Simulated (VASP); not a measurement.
# SbPt (P6_3/mmc) in VASP: a series of runs

The runs below take SbPt through single point, with PBEsol.

All numbers are computed with VASP 6.6.1; they aren't measurements. Logs are shortened: lines on timing, memory, paths and dates and some standing lists are left out, and cuts for length are marked.

**1. The cell of the first run**

The structure is hexagonal, space group P6_3/mmc (No. 194). The conventional cell has a = 3.721 Å, b = 3.721 Å, c = 5.091 Å, α = 90.00°, β = 90.00°, γ = 120.00°. Sb (site symmetry -6m2) has 6 Pt at 2.50 Å and 6 Sb at 3.33 Å within 3.4 Å. Pt (site symmetry -3m) has 6 Sb at 2.50 Å and 2 Pt at 2.55 Å within 3.3 Å.

**2. Single point, PBEsol**

File INCAR:

```
SYSTEM = SbPt
PREC = Accurate
ENCUT = 520
EDIFF = 1E-7
ISMEAR = 0
SIGMA = 0.1
LREAL = .FALSE.
LASPH = .TRUE.
NELM = 80
ALGO = Fast
ISIF = 2
LWAVE = .FALSE.
LCHARG = .FALSE.
GGA = PS
NBANDS = 23
```

File KPOINTS:

```
regular mesh
0
G
  12 12 8
  0 0 0
```

File POSCAR:

```
SbPt
1.0
    3.7210745206      0.0000000000      0.0000000000
   -1.8605372603      3.2225450642      0.0000000000
    0.0000000000      0.0000000000      5.0911717421
Sb Pt
2 2
Direct
    0.3333333333      0.6666666667      0.2500000000
    0.6666666667      0.3333333333      0.7500000000
    0.0000000000      0.0000000000      0.0000000000
    0.0000000000      0.0000000000      0.5000000000
```

Potentials or basis: VASP PAW PBE potentials, release 64 (Sb, Pt).

Run with:

```bash
> cat potpaw_PBE.64/Sb/POTCAR potpaw_PBE.64/Pt/POTCAR > POTCAR
> mpirun -np 1 vasp_std > vasp.out
```

OUTCAR:

```text
SYSTEM = SbPt
   PREC = Accurate
   ENCUT = 520
   EDIFF = 1E-7
   ISMEAR = 0
   LREAL = .FALSE.
   LASPH = .TRUE.
   NELM = 80
   ISIF = 2
   GGA = PS

 ion  position               nearest neighbor table
   1  0.333  0.667  0.250-   3 2.50   4 2.50   3 2.50   4 2.50   3 2.50   4 2.50   2 3.33   2 3.33
                             2 3.33   2 3.33   2 3.33   2 3.33
   2  0.667  0.333  0.750-   3 2.50   4 2.50   3 2.50   4 2.50   3 2.50   4 2.50   1 3.33   1 3.33
                             1 3.33   1 3.33   1 3.33   1 3.33
   3  0.000  0.000  0.000-   1 2.50   2 2.50   1 2.50   2 2.50   2 2.50   1 2.50   4 2.55   4 2.55

   4  0.000  0.000  0.500-   1 2.50   2 2.50   1 2.50   2 2.50   2 2.50   1 2.50   3 2.55   3 2.55

  LATTYP: Found a hexagonal cell.
 ALAT       =     3.7210745206
 C/A-ratio  =     1.3681993505

  Lattice vectors:

 A1 = (   3.7210745206,   0.0000000000,   0.0000000000)
 A2 = (  -1.8605372603,   3.2225450642,   0.0000000000)
 A3 = (   0.0000000000,   0.0000000000,   5.0911717421)

Analysis of symmetry for initial positions (statically):
=====================================================================
 Subroutine PRICEL returns:
 Original cell was already a primitive cell.

 Routine SETGRP: Setting up the symmetry group for a
 hexagonal supercell.

 Subroutine GETGRP returns: Found 24 space group operations
 (whereof 12 operations were pure point group operations)
 out of a pool of 24 trial point group operations.

The static configuration has the point symmetry D_3d.
 The point group associated with its full space group is D_6h.

Analysis of symmetry for dynamics (positions and initial velocities):
=====================================================================
 Subroutine PRICEL returns:
 Original cell was already a primitive cell.

 Routine SETGRP: Setting up the symmetry group for a
 hexagonal supercell.

 Subroutine GETGRP returns: Found 24 space group operations
 (whereof 12 operations were pure point group operations)
 out of a pool of 24 trial point group operations.

The dynamic configuration has the point symmetry D_3d.
 The point group associated with its full space group is D_6h.

 Subroutine INISYM returns: Found 24 space group operations
 (whereof 12 operations are pure point group operations),
 and found     1 'primitive' translations

----------------------------------------------------------------------------------------

                                     Primitive cell

  volume of cell :      61.0499

  direct lattice vectors                    reciprocal lattice vectors
     3.721074521  0.000000000  0.000000000     0.268739579  0.155156868  0.000000000
    -1.860537260  3.222545064  0.000000000     0.000000000  0.310313737  0.000000000
     0.000000000  0.000000000  5.091171742     0.000000000  0.000000000  0.196418438

  length of vectors
     3.721074521  3.721074521  5.091171742     0.310313737  0.310313737  0.196418438

  position of ions in fractional coordinates (direct lattice)
     0.333333333  0.666666667  0.250000000
     0.666666667  0.333333333  0.750000000
     0.000000000  0.000000000  0.000000000
     0.000000000  0.000000000  0.500000000

  ion indices of the primitive-cell ions
   primitive index   ion index
                 1           1
                 2           2
                 3           3
                 4           4

----------------------------------------------------------------------------------------

 KPOINTS: regular mesh

Automatic generation of k-mesh.
 Grid dimensions read from file:
 generate k-points for:   12   12    8

 Generating k-lattice:

  Cartesian coordinates                     Fractional coordinates (reciprocal lattice)
     0.022394965  0.012929739  0.000000000     0.083333333  0.000000000  0.000000000
     0.000000000  0.025859478  0.000000000     0.000000000  0.083333333  0.000000000
     0.000000000  0.000000000  0.024552305     0.000000000  0.000000000  0.125000000

  Length of vectors
     0.025859478  0.025859478  0.024552305

  Shift w.r.t. Gamma in fractional coordinates (k-lattice)
     0.000000000  0.000000000  0.000000000

 Subroutine IBZKPT returns following result:
 ===========================================

 Found     95 irreducible k-points:

 Following reciprocal coordinates:
            Coordinates               Weight
  0.000000  0.000000  0.000000      1.000000
  0.083333  0.000000  0.000000      6.000000
  0.166667  0.000000  0.000000      6.000000
  0.250000 -0.000000  0.000000      6.000000
  0.333333  0.000000  0.000000      6.000000
  0.416667 -0.000000  0.000000      6.000000
[... 16 lines left out ...]
  0.250000 -0.000000  0.125000     12.000000
  0.333333  0.000000  0.125000     12.000000
 [... further k-points ...]
   k-points           NKPTS =     95   k-points in BZ     NKDIM =     95   number of bands    NBANDS=     23
   number of dos      NEDOS =    301   number of ions     NIONS =      4
   total plane-waves  NPLWV =  31360
   dimension x,y,z NGX =    28 NGY =   28 NGZ =   40
   dimension x,y,z NGXF=    56 NGYF=   56 NGZF=   80
   ions per type =               2   2
   NGX,Y,Z   is equivalent  to a cutoff of  12.51, 12.51, 13.06 a.u.
   NGXF,Y,Z  is equivalent  to a cutoff of  25.02, 25.02, 26.12 a.u.
 SYSTEM =  SbPt
   PREC   = accura    normal or accurate (medium, high low for compatibility)
   ISTART =      0    job   : 0-new  1-cont  2-samecut
   ICHARG =      2    charge: 1-file 2-atom 10-const
   ISPIN  =      1    spin polarized calculation?
   LNONCOLLINEAR =      F non collinear calculations
   LSORBIT =      F    spin-orbit coupling
   LASPH  =      T    aspherical Exc in radial PAW
   ENCUT  =  520.0 eV  38.22 Ry    6.18 a.u.   6.92  6.92  9.47*2*pi/ulx,y,z
   NELM   =     80;   NELMIN=  2; NELMDL= -5     # of ELM steps
   EDIFF  = 0.1E-06   stopping-criterion for ELM
   LREAL  =      F    real-space projection
   EDIFFG = 0.1E-05   stopping-criterion for IOM
   NSW    =      0    number of steps for IOM
   IBRION =     -1    ionic relax: 0-MD 1-quasi-New 2-CG
   NFREE  =      0    steps in history (QN), initial steepest desc. (CG)
   ISIF   =      2    stress and relaxation
   ISYM   =      2    0-nonsym 1-usesym 2-fastsym
   POTIM  = 0.5000    time-step for ionic-motion
   TEBEG  =    0.0;   TEEND  =   0.0 temperature during run
   PSTRESS=    0.0 pullay stress
   NELECT =      30.0000    total number of electrons
   NUPDOWN=      -1.0000    fix difference up-down
   EMIN   =  10.00;   EMAX   =-10.00  energy-range for DOS
   EFERMI =   0.00;   METHOD = LEGACY
   ISMEAR =     0;   SIGMA  =   0.10  broadening in eV -4-tet -1-fermi 0-gaus
   EFERMI_NEDOS =   21; number of points for ismear=-14 and -15
   IALGO  =     68    algorithm
   IMIX   =      4    mixing-type and parameters
     AMIX     =   0.40;   BMIX     =  1.00
     AMIX_MAG =   1.60;   BMIX_MAG =  1.00
  volume/ion in A,a.u.               =      15.26       103.00
  Fermi-wavevector in a.u.,A,eV,Ry     =   1.291874  2.441288 22.707291  1.668939
  Thomas-Fermi vector in A             =   2.423617
   LORBIT       =      0    0 simple, 1 ext, 2 COOP (PROOUT), +10 PAW based schemes
   GGA     = PS    functional components
   LHFCALC =     F    Hartree Fock is set to
   AEXX    =    0.0000 exact exchange contribution
   IVDW    =     0    specifies the selected vdW correction
   LEPSILON=     F    determine dielectric tensor
   LRPA    =     F    only Hartree local field effects (RPA)
 non-spin polarized calculation
 RMM-DIIS sequential band-by-band and
 Gauss-broadening in eV      SIGMA  =   0.10
  energy-cutoff  :      520.00
  volume of cell :       61.05
 maximum number of plane-waves:      1667
 NGX is ok and might be reduce to    28
   NGX = 13   NGY = 13   NGZ = 19

 number of electron      30.0000000 magnetization

 Free energy of the ion-electron system (eV)
  ---------------------------------------------------
  ext. energy  EPLUGINS =         0.00000000
  ---------------------------------------------------
  free energy    TOTEN  =       -20.31529195 eV

  energy without entropy =      -20.30901072  energy(sigma->0) =      -20.31215133

 E-fermi :  15.6660     XC(G=0): -13.0705

 val. band max:       15.6578806908   @ k =   0.3333   0.2500   0.0000
 cond. band min:      15.6861832614   @ k =   0.0833   0.0000   0.3750
 fundamental gap:      0.0283025706
 Fermi energy:        15.6660170840

 k-point     1 :       0.0000    0.0000    0.0000
  band No.  band energies     occupation
      1      -0.7639      2.00000
      2       5.0455      2.00000
      3       5.4922      2.00000
      4       6.8223      2.00000
      5       6.8375      2.00000
      6       6.8375      2.00000
[... 15 lines left out ...]
     22      22.8212      0.00000
     23      23.9782      0.00000

 k-point     2 :       0.0833    0.0000    0.0000
  band No.  band energies     occupation
      1      -0.6452      2.00000
      2       4.7704      2.00000
      3       5.6320      2.00000
      4       6.8106      2.00000
      5       6.8707      2.00000
      6       7.1581      2.00000
[... 15 lines left out ...]
     22      23.4415      0.00000
     23      23.4584      0.00000

 k-point     3 :       0.1667    0.0000    0.0000
  band No.  band energies     occupation
      1      -0.2945      2.00000
      2       4.2583      2.00000
      3       6.0408      2.00000
      4       6.7598      2.00000
      5       6.9408      2.00000
      6       7.6872      2.00000
[... 15 lines left out ...]
     22      22.9410      0.00000
     23      23.0361      0.00000

 k-point     4 :       0.2500   -0.0000    0.0000
  band No.  band energies     occupation
      1       0.2699      2.00000
      2       3.7743      2.00000
      3       6.5916      2.00000
      4       6.6719      2.00000
      5       6.9750      2.00000
      6       7.6118      2.00000
[... 15 lines left out ...]
     22      22.0895      0.00000
     23      23.0923      0.00000

 k-point     5 :       0.3333    0.0000    0.0000
  band No.  band energies     occupation
      1       1.0021      2.00000
      2       3.4042      2.00000
      3       6.0955      2.00000
      4       6.9369      2.00000
      5       7.3172      2.00000
      6       7.3622      2.00000
[... 15 lines left out ...]
     22      22.0268      0.00000
     23      24.2410      0.00000

 k-point     6 :       0.4167   -0.0000    0.0000
  band No.  band energies     occupation
      1       1.7723      2.00000
      2       3.1906      2.00000
      3       5.3052      2.00000
      4       6.8747      2.00000
      5       7.1910      2.00000
      6       7.7272      2.00000
[... 15 lines left out ...]
     22      22.5146      0.00000
     23      25.3060      0.00000

 k-point     7 :       0.5000   -0.0000    0.0000
  band No.  band energies     occupation
      1       2.1717      2.00000
      2       3.1461      2.00000
      3       4.8398      2.00000
      4       6.8470      2.00000
      5       7.1610      2.00000
      6       7.7807      2.00000
[... 353 lines left out ...]
     22      22.8668      0.00000
     23      24.0921      0.00000

 k-point    21 :       0.0833    0.0000    0.1250
  band No.  band energies     occupation
      1      -0.5367      2.00000
      2       3.9592      2.00000
      3       6.2765      2.00000
      4       6.9613      2.00000
      5       6.9614      2.00000
      6       7.4414      2.00000
[... 15 lines left out ...]
     22      22.7023      0.00000
     23      23.5521      0.00000

 k-point    22 :       0.1667    0.0000    0.1250
  band No.  band energies     occupation
      1      -0.1885      2.00000
      2       3.8370      2.00000
      3       6.1977      2.00000
      4       6.9141      2.00000
      5       7.0304      2.00000
      6       7.9743      2.00000
[... 15 lines left out ...]
     22      22.9786      0.00000
     23      23.1171      0.00000

 k-point    23 :       0.2500   -0.0000    0.1250
  band No.  band energies     occupation
      1       0.3711      2.00000
      2       3.5960      2.00000
      3       6.5080      2.00000
      4       6.7463      2.00000
      5       7.0639      2.00000
      6       7.7334      2.00000
[... 15 lines left out ...]
     22      22.8956      0.00000
     23      23.6001      0.00000

 k-point    24 :       0.3333    0.0000    0.1250
  band No.  band energies     occupation
      1       1.0954      2.00000
      2       3.3427      2.00000
      3       6.1853      2.00000
      4       7.0259      2.00000
      5       7.0302      2.00000
      6       7.4569      2.00000
[... 15 lines left out ...]
     22      23.0494      0.00000
     23      24.2772      0.00000

 [... further k-points ...]

------------------------ aborting loop because EDIFF is reached ----------------------------------------

  FORCE on cell =-STRESS in cart. coord.  units (eV):
  Direction    XX          YY          ZZ          XY          YZ          ZX
  --------------------------------------------------------------------------------------
  -------------------------------------------------------------------------------------
  Total       34.4513374     34.4513374     34.4329111      0.0000000     -0.0000000      0.0000000
  in kB      904.1314040    904.1314040    903.6478299      0.0000000     -0.0000000      0.0000000
  external PRESSURE =     903.9702127 kB  Pullay stress =       0.0000000 kB

 VOLUME and BASIS-vectors are now :
 -----------------------------------------------------------------------------
  energy-cutoff  :      520.00
  volume of cell :       61.05
      direct lattice vectors                 reciprocal lattice vectors
     3.721074521  0.000000000  0.000000000     0.268739579  0.155156868  0.000000000
    -1.860537260  3.222545064  0.000000000     0.000000000  0.310313737  0.000000000
     0.000000000  0.000000000  5.091171742     0.000000000  0.000000000  0.196418438

 POSITION                                       TOTAL-FORCE (eV/Angst)
 -----------------------------------------------------------------------------------
     -0.00000      2.14836      1.27279         0.000000     -0.000000      0.000000
      1.86054      1.07418      3.81838        -0.000000      0.000000      0.000000
      0.00000      0.00000      0.00000        -0.000000     -0.000000      0.000000
      0.00000      0.00000      2.54559        -0.000000     -0.000000      0.000000
 -----------------------------------------------------------------------------------
    total drift:                               -0.000000      0.000000      0.000000

  FREE ENERGIE OF THE ION-ELECTRON SYSTEM (eV)
  ---------------------------------------------------
  free  energy   TOTEN  =       -20.3152919479 eV

  energy  without entropy=      -20.3090107168  energy(sigma->0) =      -20.31215133
```

Wall time 3.3 min (1 thread of Oxide Virtual Turin-like, shared host); peak memory 0.22 GiB.

What came out:

```yaml
Free_energy: -20.3153 eV
Pressure: 90.4 GPa
Band_gap_on_the_k_mesh: zero (bands 15 and 16 overlap by 5.88 eV)
```

Levels at points of the mesh, in eV from the Fermi level:
| k point | band 13 | band 14 | band 15 | band 16 | band 17 | band 18 |
| --- | --- | --- | --- | --- | --- | --- |
| (0.00, 0.00, 0.00) | -0.38 | -0.38 | 0.71 | 1.77 | 2.47 | 4.90 |
| (0.50, 0.00, 0.00) | -4.14 | -3.96 | -3.59 | 0.35 | 2.25 | 4.18 |
| (0.00, 0.00, 0.50) | -1.22 | -1.22 | 3.01 | 3.01 | 3.01 | 3.01 |
| (0.50, 0.00, 0.50) | -4.82 | -4.82 | -0.05 | -0.05 | 2.80 | 2.80 |

Caveat: the cell stands under pressure; the PAW data sets were made with another functional, which shifts forces and pressure a little; spin-orbit coupling is left out, which moves the levels of the heavy elements.

**3. Single point, PBEsol**

This run uses another cell than the first one, of 16.70 Å³/atom.

File INCAR:

```
PREC     = Accurate       # precision mode
ENCUT    = 520            # plane-wave cutoff, eV
EDIFF    = 1E-7           # SCF threshold, eV
ISMEAR   = 0              # smearing method
SIGMA    = 0.1            # smearing width, eV
LREAL    = F              # projectors in reciprocal space
LASPH    = T              # aspherical terms in the spheres
NELM     = 80             # most SCF steps
ALGO     = Fast           # electronic algorithm
ISIF     = 2              # what is computed and relaxed
LWAVE    = F              # write WAVECAR
LCHARG   = F              # write CHGCAR
GGA      = PS             # functional
NBANDS   = 23             # bands
```

File KPOINTS:

```
Automatic mesh
0
Gamma
  12 12 8
```

File POSCAR:

```
SbPt
1.0
    3.8499213525      0.0000000000      0.0000000000
   -1.9249606763      3.3341296939      0.0000000000
    0.0000000000      0.0000000000      5.2052964633
Sb Pt
2 2
Direct
    0.3333333333      0.6666666667      0.2500000000
    0.6666666667      0.3333333333      0.7500000000
    0.0000000000      0.0000000000      0.0000000000
    0.0000000000      0.0000000000      0.5000000000
```

Potentials or basis: VASP PAW PBE potentials, release 64 (Sb, Pt).

Run with:

```bash
> cat potpaw_PBE.64/Sb/POTCAR potpaw_PBE.64/Pt/POTCAR > POTCAR
> mpirun -np 1 vasp_std > vasp.out
```

It took 3.2 min on 1 thread of Oxide Virtual Turin-like, shared host; peak memory 0.24 GiB.

Results (log left out):

| Quantity | Value |
| --- | --- |
| Free energy | -22.7889 eV |
| Pressure | 50.0 GPa |
| Band gap on the k mesh | zero (bands 15 and 16 overlap by 5.27 eV) |

Levels at points of the mesh, in eV from the Fermi level:
```csv
k point,band 12,band 13,band 14,band 15,band 16,band 17,band 18,band 19
"(0.00, 0.00, 0.00)",-3.14,-0.32,-0.32,0.72,1.99,2.45,4.45,4.45
"(0.50, 0.00, 0.00)",-3.93,-3.67,-3.38,-3.08,-0.04,2.13,4.23,4.42
"(0.00, 0.00, 0.50)",-5.08,-1.20,-1.20,2.76,2.76,2.76,2.76,4.63
"(0.50, 0.00, 0.50)",-4.45,-4.24,-4.24,0.07,0.07,2.42,2.42,4.07
```

Caveat: the cell stands under pressure; the PAW data sets were made with another functional, which shifts forces and pressure a little; spin-orbit coupling is left out, which moves the levels of the heavy elements.

(Part 1 of 2 ends here.)

The gap in the log of VASP goes by the Fermi energy; the results here count the filled bands.